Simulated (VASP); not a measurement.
Write the native input for VASP 6.6.1 that does the following.

```yaml
Task: single point
Functional: revPBE
Dispersion: D4
Potentials_or_basis: VASP PAW PBE potentials, release 64 (Al, N)
Cutoff: 600 eV
k_mesh: 10 × 10 × 10
Occupations: fermi-dirac, width 0.05 eV
Spin: no spin polarisation
Dipole_correction: no
Further_INCAR_settings: ALGO = Normal; EDIFF = 1e-06; NBANDS = 11
```

The structure of AlN lies in POSCAR:

```
AlN
1.0
    0.0000000000      2.1984575146      2.1984575146
    2.1984575146      0.0000000000      2.1984575146
    2.1984575146      2.1984575146      0.0000000000
Al N
1 1
Direct
    0.0000000000      0.0000000000      0.0000000000
    0.2500000000      0.2500000000      0.2500000000
```

The input as run:

INCAR

```
SYSTEM = AlN
  PREC = Accurate
  ENCUT = 600
  EDIFF = 1E-6
  ISMEAR = -1
  SIGMA = 0.05
  LREAL = .False.
  LASPH = .True.
  NELM = 120
  ALGO = Normal
  ISIF = 2
  LWAVE = .False.
  LCHARG = .False.
  GGA = RE
  IVDW = 13
  NBANDS = 11
  GGA_COMPAT = .False.
```

KPOINTS

```
Automatic mesh
0
Gamma
  10 10 10
  0 0 0
```

Potentials or basis: VASP PAW PBE potentials, release 64 (Al, N).

The run is started by

```console
$ cat potpaw_PBE.64/Al/POTCAR potpaw_PBE.64/N/POTCAR > POTCAR
$ mpirun -np 1 vasp_std > vasp.out
```

It gave:

The pressure is -6.8 GPa, the band gap on the k mesh is 3.34 eV, indirect (least direct gap 4.05 eV) and the dispersion energy per atom is -0.573 eV.

Caveat: the PAW data sets were made with another functional, which shifts forces and pressure a little.

Run time: 14 s on 1 thread of Intel(R) Xeon(R) Platinum 8488C (Sapphire Rapids), on a shared host, peak memory 0.15 GiB.
